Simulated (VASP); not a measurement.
# Mo (Im-3m) in VASP: a series of runs

Mo is run at these levels: LDA; tasks: single point, relaxation of cell and atoms.

Program: VASP 6.6.1. These are calculated values, not measurements. Logs are shortened: lines on timing, memory, paths and dates and some standing lists are left out, and cuts for length are marked.

## Step 1: The cell of the first run

The structure is cubic, space group Im-3m (No. 229). Conventional cell: a = 3.113 Å, b = 3.113 Å, c = 3.113 Å, α = 90.00°, β = 90.00°, γ = 90.00°. Within 3.6 Å of Mo (site symmetry m-3m) lie 14 Mo at 2.70 to 3.11 Å.

## Step 2: Single point, LDA

File INCAR:

```
SYSTEM = Mo
ALGO = Normal
EDIFF = 1E-6
ENCUT = 520
ISIF = 2
ISMEAR = 0
LASPH = .True.
LCHARG = .False.
LREAL = .False.
LWAVE = .False.
NBANDS = 13
NELM = 80
PREC = Accurate
SIGMA = 0.1
```

File KPOINTS:

```
k-points
0
Gamma
  8 8 8
  0 0 0
```

File POSCAR:

```
Mo
1.0
   -1.5563769271      1.5563769271      1.5563769271
    1.5563769271     -1.5563769271      1.5563769271
    1.5563769271      1.5563769271     -1.5563769271
Mo
1
Direct
    0.0000000000      0.0000000000      0.0000000000
```

Potentials or basis: VASP PAW LDA potentials, release 64 (Mo_sv).

Started as:

```
> cat potpaw_LDA.64/Mo_sv/POTCAR > POTCAR
> mpirun -np 1 vasp_std > vasp.out
```

OUTCAR:

```text
SYSTEM = Mo
   EDIFF = 1E-6
   ENCUT = 520
   ISIF = 2
   ISMEAR = 0
   LASPH = .True.
   LREAL = .False.
   NELM = 80
   PREC = Accurate

 ion  position               nearest neighbor table
   1  0.000  0.000  0.000-

  LATTYP: Found a body centered cubic cell.
 ALAT       =     3.1127538542

  Lattice vectors:

 A1 = (  -1.5563769271,   1.5563769271,   1.5563769271)
 A2 = (   1.5563769271,  -1.5563769271,   1.5563769271)
 A3 = (   1.5563769271,   1.5563769271,  -1.5563769271)

Analysis of symmetry for initial positions (statically):
=====================================================================
 Subroutine PRICEL returns:
 Original cell was already a primitive cell.

 Routine SETGRP: Setting up the symmetry group for a
 body centered cubic supercell.

 Subroutine GETGRP returns: Found 48 space group operations
 (whereof 48 operations were pure point group operations)
 out of a pool of 48 trial point group operations.

The static configuration has the point symmetry O_h .

Analysis of symmetry for dynamics (positions and initial velocities):
=====================================================================
 Subroutine PRICEL returns:
 Original cell was already a primitive cell.

 Routine SETGRP: Setting up the symmetry group for a
 body centered cubic supercell.

 Subroutine GETGRP returns: Found 48 space group operations
 (whereof 48 operations were pure point group operations)
 out of a pool of 48 trial point group operations.

The dynamic configuration has the point symmetry O_h .

 Subroutine INISYM returns: Found 48 space group operations
 (whereof 48 operations are pure point group operations),
 and found     1 'primitive' translations

----------------------------------------------------------------------------------------

                                     Primitive cell

  volume of cell :      15.0801

  direct lattice vectors                    reciprocal lattice vectors
    -1.556376927  1.556376927  1.556376927     0.000000000  0.321258939  0.321258939
     1.556376927 -1.556376927  1.556376927     0.321258939  0.000000000  0.321258939
     1.556376927  1.556376927 -1.556376927     0.321258939  0.321258939  0.000000000

  length of vectors
     2.695723913  2.695723913  2.695723913     0.454328748  0.454328748  0.454328748

  position of ions in fractional coordinates (direct lattice)
     0.000000000  0.000000000  0.000000000

  ion indices of the primitive-cell ions
   primitive index   ion index
                 1           1

----------------------------------------------------------------------------------------

 KPOINTS: k-points

Automatic generation of k-mesh.
 Grid dimensions read from file:
 generate k-points for:    8    8    8

 Generating k-lattice:

  Cartesian coordinates                     Fractional coordinates (reciprocal lattice)
     0.000000000  0.040157367  0.040157367     0.125000000  0.000000000  0.000000000
     0.040157367  0.000000000  0.040157367     0.000000000  0.125000000  0.000000000
     0.040157367  0.040157367  0.000000000     0.000000000  0.000000000  0.125000000

  Length of vectors
     0.056791094  0.056791094  0.056791094

  Shift w.r.t. Gamma in fractional coordinates (k-lattice)
     0.000000000  0.000000000  0.000000000

 Subroutine IBZKPT returns following result:
 ===========================================

 Found     29 irreducible k-points:

 Following reciprocal coordinates:
            Coordinates               Weight
  0.000000  0.000000  0.000000      1.000000
  0.125000  0.000000  0.000000     12.000000
  0.250000  0.000000  0.000000     12.000000
  0.375000  0.000000  0.000000     12.000000
  0.500000  0.000000  0.000000      6.000000
  0.125000  0.125000  0.000000     24.000000
[... 16 lines left out ...]
 -0.250000  0.250000  0.250000      6.000000
 -0.375000  0.375000  0.250000     24.000000
 [... further k-points ...]
   k-points           NKPTS =     29   k-points in BZ     NKDIM =     29   number of bands    NBANDS=     13
   number of dos      NEDOS =    301   number of ions     NIONS =      1
   total plane-waves  NPLWV =   8000
   dimension x,y,z NGX =    20 NGY =   20 NGZ =   20
   dimension x,y,z NGXF=    40 NGYF=   40 NGZF=   40
   ions per type =               1
   NGX,Y,Z   is equivalent  to a cutoff of  12.33, 12.33, 12.33 a.u.
   NGXF,Y,Z  is equivalent  to a cutoff of  24.67, 24.67, 24.67 a.u.
 SYSTEM =  Mo
   PREC   = accura    normal or accurate (medium, high low for compatibility)
   ISTART =      0    job   : 0-new  1-cont  2-samecut
   ICHARG =      2    charge: 1-file 2-atom 10-const
   ISPIN  =      1    spin polarized calculation?
   LNONCOLLINEAR =      F non collinear calculations
   LSORBIT =      F    spin-orbit coupling
   LASPH  =      T    aspherical Exc in radial PAW
   ENCUT  =  520.0 eV  38.22 Ry    6.18 a.u.   5.01  5.01  5.01*2*pi/ulx,y,z
   NELM   =     80;   NELMIN=  2; NELMDL= -5     # of ELM steps
   EDIFF  = 0.1E-05   stopping-criterion for ELM
   LREAL  =      F    real-space projection
   EDIFFG = 0.1E-04   stopping-criterion for IOM
   NSW    =      0    number of steps for IOM
   IBRION =     -1    ionic relax: 0-MD 1-quasi-New 2-CG
   NFREE  =      0    steps in history (QN), initial steepest desc. (CG)
   ISIF   =      2    stress and relaxation
   ISYM   =      2    0-nonsym 1-usesym 2-fastsym
   POTIM  = 0.5000    time-step for ionic-motion
   TEBEG  =    0.0;   TEEND  =   0.0 temperature during run
   PSTRESS=    0.0 pullay stress
   NELECT =      14.0000    total number of electrons
   NUPDOWN=      -1.0000    fix difference up-down
   EMIN   =  10.00;   EMAX   =-10.00  energy-range for DOS
   EFERMI =   0.00;   METHOD = LEGACY
   ISMEAR =     0;   SIGMA  =   0.10  broadening in eV -4-tet -1-fermi 0-gaus
   EFERMI_NEDOS =   21; number of points for ismear=-14 and -15
   IALGO  =     38    algorithm
   IMIX   =      4    mixing-type and parameters
     AMIX     =   0.40;   BMIX     =  1.00
     AMIX_MAG =   1.60;   BMIX_MAG =  1.00
  volume/ion in A,a.u.               =      15.08       101.77
  Fermi-wavevector in a.u.,A,eV,Ry     =   1.597041  3.017970 34.702202  2.550540
  Thomas-Fermi vector in A             =   2.694709
   LORBIT       =      0    0 simple, 1 ext, 2 COOP (PROOUT), +10 PAW based schemes
   GGA     = CA    functional components
   LHFCALC =     F    Hartree Fock is set to
   AEXX    =    0.0000 exact exchange contribution
   IVDW    =     0    specifies the selected vdW correction
   LEPSILON=     F    determine dielectric tensor
   LRPA    =     F    only Hartree local field effects (RPA)
 non-spin polarized calculation
 Gauss-broadening in eV      SIGMA  =   0.10
  energy-cutoff  :      520.00
  volume of cell :       15.08
 maximum number of plane-waves:       420
   NGX =  9   NGY =  9   NGZ =  9

 number of electron      13.9999996 magnetization

 Free energy of the ion-electron system (eV)
  ---------------------------------------------------
  ext. energy  EPLUGINS =         0.00000000
  ---------------------------------------------------
  free energy    TOTEN  =       -12.10710403 eV

  energy without entropy =      -12.10153907  energy(sigma->0) =      -12.10432155

 E-fermi :  12.9506     XC(G=0): -13.8050

 val. band max:       12.8848399905   @ k =   0.3750   0.1250   0.0000
 cond. band min:      13.0676576601   @ k =  -0.1250   0.1250   0.1250
 fundamental gap:      0.1828176696
 Fermi energy:        12.9505568904

 k-point     1 :       0.0000    0.0000    0.0000
  band No.  band energies     occupation
      1     -47.8859      2.00000
      2     -21.2374      2.00000
      3     -21.2374      2.00000
      4     -21.2374      2.00000
      5       5.7154      2.00000
      6      11.6115      2.00000
      7      11.6115      2.00000
      8      11.6115      2.00000
      9      14.7485      0.00000
     10      14.7485      0.00000
     11      27.9311      0.00000
     12      27.9311      0.00000
     13      27.9311      0.00000

 k-point     2 :       0.1250    0.0000    0.0000
  band No.  band energies     occupation
      1     -47.8410      2.00000
      2     -21.4863      2.00000
      3     -21.3139      2.00000
      4     -21.2396      2.00000
      5       6.4025      2.00000
      6      11.2261      2.00000
      7      11.5170      2.00000
      8      12.2872      2.00000
      9      14.2860      0.00000
     10      14.7664      0.00000
     11      28.3865      0.00000
     12      29.1197      0.00000
     13      29.2043      0.00000

 k-point     3 :       0.2500    0.0000    0.0000
  band No.  band energies     occupation
      1     -47.7312      2.00000
      2     -22.0629      2.00000
      3     -21.4946      2.00000
      4     -21.2449      2.00000
      5       7.7065      2.00000
      6      10.4162      2.00000
      7      11.4472      2.00000
      8      14.1641      0.00000
      9      14.2052      0.00000
     10      14.9177      0.00000
     11      28.0253      0.00000
     12      29.6737      0.00000
     13      32.2710      0.00000
[... 305 lines left out ...]
 k-point    23 :      -0.2500    0.2500    0.2500
  band No.  band energies     occupation
      1     -47.5991      2.00000
      2     -22.0945      2.00000
      3     -21.7746      2.00000
      4     -21.7746      2.00000
      5       9.2686      2.00000
      6      10.1784      2.00000
      7      12.4047      2.00000
      8      12.4047      2.00000
      9      13.9566      0.00000
     10      16.6579      0.00000
     11      28.4916      0.00000
     12      31.8789      0.00000
     13      32.2805      0.00000

 k-point    24 :      -0.3750    0.3750    0.2500
  band No.  band energies     occupation
      1     -47.5038      2.00000
      2     -22.4191      2.00000
      3     -21.9648      2.00000
      4     -21.8227      2.00000
      5       8.9089      2.00000
      6       9.5403      2.00000
      7      12.3942      2.00000
      8      13.2686      0.00001
      9      16.1012      0.00000
     10      18.3092      0.00000
     11      27.3318      0.00000
     12      29.4235      0.00000
     13      30.3951      0.00000

 [... further k-points ...]

------------------------ aborting loop because EDIFF is reached ----------------------------------------

  FORCE on cell =-STRESS in cart. coord.  units (eV):
  Direction    XX          YY          ZZ          XY          YZ          ZX
  --------------------------------------------------------------------------------------
  -------------------------------------------------------------------------------------
  Total        0.1093395      0.1093395      0.1093395     -0.0000000      0.0000000     -0.0000000
  in kB       11.6167190     11.6167190     11.6167190     -0.0000000      0.0000000     -0.0000000
  external PRESSURE =      11.6167190 kB  Pullay stress =       0.0000000 kB

 VOLUME and BASIS-vectors are now :
 -----------------------------------------------------------------------------
  energy-cutoff  :      520.00
  volume of cell :       15.08
      direct lattice vectors                 reciprocal lattice vectors
    -1.556376927  1.556376927  1.556376927     0.000000000  0.321258939  0.321258939
     1.556376927 -1.556376927  1.556376927     0.321258939  0.000000000  0.321258939
     1.556376927  1.556376927 -1.556376927     0.321258939  0.321258939  0.000000000

 POSITION                                       TOTAL-FORCE (eV/Angst)
 -----------------------------------------------------------------------------------
      0.00000      0.00000      0.00000        -0.000000      0.000000      0.000000
 -----------------------------------------------------------------------------------
    total drift:                                0.000000     -0.000000      0.000000

  FREE ENERGIE OF THE ION-ELECTRON SYSTEM (eV)
  ---------------------------------------------------
  free  energy   TOTEN  =       -12.1071040316 eV

  energy  without entropy=      -12.1015390708  energy(sigma->0) =      -12.10432155
```

Wall time 3.2 s (1 thread of Intel Xeon Platinum 8488C (Sapphire Rapids), shared host); peak memory 0.12 GiB.

What came out:

```yaml
Free_energy: -12.1071 eV
Pressure: 1.2 GPa
Band_gap_on_the_k_mesh: zero (band 7 reaches 17.28 eV, above the bottom of band 8 at 11.61 eV)
```

Levels at points of the mesh, in eV from the Fermi level:
```tsv
k point	band 4	band 5	band 6	band 7	band 8	band 9	band 10	band 11
(0.00, 0.00, 0.00)	-34.19	-7.24	-1.34	-1.34	-1.34	1.80	1.80	14.98
(0.50, 0.00, 0.00)	-34.20	-5.45	-3.48	1.86	1.93	2.51	5.15	12.14
(0.50, 0.50, 0.50)	-35.28	-5.64	-5.64	4.33	4.33	4.33	9.44	9.44
```

## Step 3: Relaxation of cell and atoms, LDA

This run uses another cell than the first one, of 15.89 Å³/atom, 1.054 times its volume.

File INCAR:

```
SYSTEM = Mo
PREC = Accurate ; ENCUT = 600
EDIFF = 1E-6 ; ISMEAR = 0
SIGMA = 0.1 ; LREAL = .FALSE.
LASPH = .TRUE. ; NELM = 60
ALGO = Normal ; ISIF = 3
LWAVE = .FALSE. ; LCHARG = .FALSE.
IBRION = 2 ; NSW = 100
EDIFFG = -0.05
```

File KPOINTS:

```
regular mesh
0
G
  8 8 8
  0 0 0
```

File POSCAR:

```
Mo
1.0
   -1.5838089700      1.5838089700      1.5838089700
    1.5838089700     -1.5838089700      1.5838089700
    1.5838089700      1.5838089700     -1.5838089700
Mo
1
Direct
    0.0000000000      0.0000000000      0.0000000000
```

Potentials or basis: VASP PAW LDA potentials, release 64 (Mo_sv).

Started as:

```
> cat potpaw_LDA.64/Mo_sv/POTCAR > POTCAR
> mpirun -np 1 vasp_std > vasp.out
```

Wall time 8.1 s (1 thread of Intel Xeon Platinum 8488C (Sapphire Rapids), shared host); peak memory 0.14 GiB.

Results (log left out):

* Free energy: -12.1079 eV
* Relaxed volume: 15.15 Å³/atom
* Relaxed cell: a = 2.700 Å, b = 2.700 Å, c = 2.700 Å, α = 109.47°, β = 109.47°, γ = 109.47°
* Space group after relaxing (to 0.05 Å): Im-3m (No. 229)
* Energy gained by relaxing: 30.6 meV/atom
* Ionic steps: 4
* Pressure after relaxing: -0.1 GPa
* Band gap on the k mesh: zero (band 7 reaches 17.18 eV, above the bottom of band 8 at 11.55 eV)

The path:
```csv
step,energy change (eV),largest force (eV/Å),pressure (GPa),volume (Å³)
1,0.0000,0.0000,-12.53,15.89
2,0.2432,0.0000,50.45,13.20
3,-0.0305,0.0000,-0.78,15.18
4,-0.0306,0.0000,-0.11,15.15
```

Final structure:
```
CELL_PARAMETERS angstrom
-1.55864 1.55864 1.55864
1.55864 -1.55864 1.55864
1.55864 1.55864 -1.55864
ATOMIC_POSITIONS crystal
Mo 0.00000 0.00000 0.00000
```

Levels at points of the mesh, in eV from the Fermi level:
| k point | band 5 | band 6 | band 7 | band 8 | band 9 | band 10 |
| --- | --- | --- | --- | --- | --- | --- |
| (0.00, 0.00, 0.00) | -7.22 | -1.33 | -1.33 | -1.33 | 1.79 | 1.79 |
| (0.50, 0.00, 0.00) | -5.42 | -3.46 | 1.85 | 1.91 | 2.50 | 5.12 |
| (0.50, 0.50, 0.50) | -5.60 | -5.60 | 4.30 | 4.30 | 4.30 | 9.41 |
